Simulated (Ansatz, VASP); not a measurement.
## One calculation of Al12H, two programs

File INCAR:

```
PREC = Accurate
ENCUT = 520
EDIFF = 1E-6
ISMEAR = 0
SIGMA = 0.1
LREAL = F
LASPH = T
NELM = 150
ALGO = Normal
ISIF = 2
LWAVE = F
LCHARG = F
ISPIN = 2
MAGMOM = 0 0 0 0 0 0 0 0 0 0 0 0 1
LORBIT = 11
LDIPOL = T
IDIPOL = 3
DIPOL = 0.5 0.5 0.299
GGA = PE
NBANDS = 34
```

KPOINTS

```
Automatic mesh
0
Gamma
  6 6 1
```

POSCAR

```
Al12H
1.0
    5.7135165838      0.0000000000      0.0000000000
   -2.8567582919      4.9480505065      0.0000000000
    0.0000000000      0.0000000000     21.6013781936
Al H
12 1
Direct
    0.3333333333      0.1666666667      0.1851733702
    0.3333333333      0.6666666667      0.1851733702
    0.8333333333      0.1666666667      0.1851733702
    0.8333333333      0.6666666667      0.1851733702
    0.1666666667      0.3333333333      0.2916813828
    0.1666666667      0.8333333333      0.2916813828
    0.6666666667      0.3333333333      0.2916813828
    0.6666666667      0.8333333333      0.2916813828
    0.0000000000      0.0000000000      0.3981865470
    0.0000000000      0.5000000000      0.3981865470
    0.5000000000      0.0000000000      0.3981865470
    0.5000000000      0.5000000000      0.3981865470
    0.3333333333     -0.3333333333      0.3842985443
```

Input for Ansatz:

```yaml
crystal:
  lattice:
    - [5.7135165838, 0.0, 0.0]
    - [-2.8567582919, 4.9480505065, 0.0]
    - [0.0, 0.0, 21.6013781936]
  atoms:
    - { symbol: Al, position: [0.3333333333, 0.1666666667, 0.1851733702] }
    - { symbol: Al, position: [0.3333333333, 0.6666666667, 0.1851733702] }
    - { symbol: Al, position: [0.8333333333, 0.1666666667, 0.1851733702] }
    - { symbol: Al, position: [0.8333333333, 0.6666666667, 0.1851733702] }
    - { symbol: Al, position: [0.1666666667, 0.3333333333, 0.2916813828] }
    - { symbol: Al, position: [0.1666666667, 0.8333333333, 0.2916813828] }
    - { symbol: Al, position: [0.6666666667, 0.3333333333, 0.2916813828] }
    - { symbol: Al, position: [0.6666666667, 0.8333333333, 0.2916813828] }
    - { symbol: Al, position: [0.0, 0.0, 0.398186547] }
    - { symbol: Al, position: [0.0, 0.5, 0.398186547] }
    - { symbol: Al, position: [0.5, 0.0, 0.398186547] }
    - { symbol: Al, position: [0.5, 0.5, 0.398186547] }
    - { symbol: H, position: [0.3333333333, -0.3333333333, 0.3842985443], spin: 1.0 }
basis:
  ecutwfc: 420
kpoints:
  mp_grid: { grid: [6, 6, 1] }
hamiltonian:
  xc: pbe
  pseudopotentials: { kind: paw, azcp: { folder: soft_1 } }
scf:
  occupations: { method: gaussian, width: 0.1 }
output:
  forces: true
  eigenvalues: true
  populations: true
magnetization:
  spin_polarized: true
efield:
  axis: 3
  dipole_correction: true
  ramp_width: 0.04
```

Alike in both runs: task single point; functional PBE; k mesh 6 × 6 × 1; occupations gaussian, width 0.1 eV; collinear spin.

```csv
,VASP,Ansatz
version,VASP 6.6.1,Ansatz 0.2.0
potentials or method,"VASP PAW PBE potentials, release 64 (Al, H), cutoff 520 eV","scalar-relativistic, plane waves, PAW"
valence electrons in the cell,37,37
```

|  | VASP | Ansatz | Ansatz less VASP |
| --- | --- | --- | --- |
| gap on the k mesh at the Fermi level (eV) | none | none | - |
| rms of the force components (eV/Å) | 0.353 | 0.354 | +0.0007 |
| net moment per atom (μB) | 0.00 | 0.00 | 0.000 |

Atom by atom the forces differ by 0.001 eV/Å (rms over components). A gap of «none» marks a metal or a gap that the smearing closes. Ansatz's warnings: seeded moment not kept.
